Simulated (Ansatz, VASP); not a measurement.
## One calculation of MnO, two programs

File INCAR:

```
ALGO = Normal
EDIFF = 1E-7
ENCUT = 520
GGA = PE
ISIF = 2
ISMEAR = -1
ISPIN = 2
LASPH = T
LCHARG = F
LMAXMIX = 4
LORBIT = 11
LREAL = F
LWAVE = F
MAGMOM = 5 0
NBANDS = 20
NELM = 150
PREC = Accurate
SIGMA = 0.05
```

KPOINTS

```
k-points
0
Gamma
  10 10 10
```

File POSCAR:

```
MnO
1.0
    2.6362708722      0.0000000000      0.0000000000
    0.0000000000      2.6362708722      0.0000000000
    0.0000000000      0.0000000000      2.6362708722
Mn O
1 1
Direct
    0.0000000000      0.0000000000      0.0000000000
    0.5000000000      0.5000000000      0.5000000000
```

File input.yaml:

```yaml
crystal:
  lattice:
    - [2.6362708722, 0.0, 0.0]
    - [0.0, 2.6362708722, 0.0]
    - [0.0, 0.0, 2.6362708722]
  atoms:
    - { symbol: Mn, position: [0.0, 0.0, 0.0], spin: 5.0 }
    - { symbol: O, position: [0.5, 0.5, 0.5] }
kpoints:
  mp_grid: { grid: [10, 10, 10] }
scf:
  occupations: { method: fermi_dirac, width: 0.05 }
hamiltonian:
  xc: pbe
  pseudopotentials: { kind: all_electron, lapw: { basis_error: 0.0005 } }
magnetization:
  spin_polarized: true
output:
  forces: true
  stress: true
  eigenvalues: true
```

Change from the starting cell: volume scaled by 0.96.

Alike in both runs: task single point; functional PBE; k mesh 10 × 10 × 10; occupations fermi-dirac, width 0.05 eV; collinear spin.

|  | VASP | Ansatz |
| --- | --- | --- |
| version | VASP 6.6.1 | Ansatz 0.2.0 |
| potentials or method | VASP PAW PBE potentials, release 64 (Mn_pv, O), cutoff 520 eV | all-electron LAPW, scalar-relativistic |

Ansatz gave:

```
gap on the k mesh at the Fermi level (eV)                     : none
pressure (GPa)                                                : 4.7
net moment per atom (μB)                                      : 1.83
size of the moment on the site where the two differ most (μB) : 0.07
```

Task: Which values does VASP return?

Result: gap on the k mesh at the Fermi level (eV): none; pressure (GPa): 5.2; net moment per atom (μB): 1.84; size of the moment on the site where the two differ most (μB): 0.05.

Site moments also hang on the region over which each program counts them. A gap of «none» marks a metal or a gap that the smearing closes. Ansatz ran all-electron here, and VASP with PAW potentials.
